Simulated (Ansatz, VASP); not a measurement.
# BiTe in VASP and in Ansatz

```
Bi Te
1.0
     4.42200    0.00000    0.00000
    -2.21100    3.82956    0.00000
     0.00000    0.00000   24.05000
Bi Te
6 6
Direct
  0.00000 0.00000 0.12520
  0.00000 0.00000 0.87480
  0.33333 0.66667 0.29220
  0.66667 0.33333 0.70780
  0.66667 0.33333 0.45930
  0.33333 0.66667 0.54070
  0.33333 0.66667 0.05300
  0.66667 0.33333 0.94700
  0.66667 0.33333 0.21110
  0.33333 0.66667 0.78890
  0.00000 0.00000 0.36310
  0.00000 0.00000 0.63690
```

Alike in both runs: task electric field gradients; functional PBE; k mesh 8 × 8 × 2; occupations fermi-dirac, width 0.05 eV; no spin polarisation.

|  | VASP | Ansatz |
| --- | --- | --- |
| version | VASP 6.6.1 | Ansatz 0.2.0 |
| potentials or method | VASP PAW PBE potentials, release 64 (Bi_d, Te) | plane-wave PAW, scalar-relativistic |
| plane-wave cutoff (eV) | 520 | 420 |
| valence electrons in the cell | 126 | 186 |

VASP gave:

- pressure (GPa): 1.6
- traceless stress, the component that is largest in VASP (GPa): -0.39
- rms of the force components (eV/Å): 0.309
- size of Vzz on the site where it differs most (V/Å²): 126.7

Q: What did Ansatz give for the same quantities?

A: Pressure (GPa): 1.6; traceless stress, the component that is largest in VASP (GPa): -0.39; rms of the force components (eV/Å): 0.310; size of Vzz on the site where it differs most (V/Å²): 123.2.

Atom by atom the forces differ by 0.005 eV/Å (rms over components). VASP's potentials hold 126 valence electrons a cell and Ansatz's 186, so a difference there can come from the potentials and not from the codes.

Spin-orbit coupling is off throughout.
